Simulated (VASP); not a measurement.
BP:

```
P B
1.0
     0.00000    2.31350    2.31350
     2.31350    0.00000    2.31350
     2.31350    2.31350    0.00000
P B
1 1
Cartesian
  3.4703 3.4703 3.4703
  0.0000 0.0000 0.0000
```

Base run:

```yaml
Program: VASP 6.6.1
Functional: b88 exchange, pbe correlation
Potentials_or_basis: VASP PAW PBE potentials, release 64 (P, B)
Cutoff: 500 eV
k_mesh: 10 × 10 × 10
Occupations: fermi-dirac, width 0.05 eV
Spin: no spin polarisation
```

Its results: band gap on the k mesh 1.32 eV (least direct gap 3.34 eV); pressure -7.4 GPa.

Task: The run is repeated on the same cell with these changes: functional from b88 exchange, pbe correlation to PBE0; cutoff from 500 eV to 520 eV; k mesh from 10 × 10 × 10 to 5 × 5 × 5. What comes out?

Result: Band gap on the k mesh 2.79 eV (least direct gap 5.00 eV); pressure -10.8 GPa.

Several settings changed at once.

Caveats: some runs use coarse meshes; the PAW data sets were made with another functional, which shifts forces and pressure a little; the cell stands under tension (at least some runs); an odd mesh through Γ misses points on the zone boundary, where band edges can lie (at least some runs).
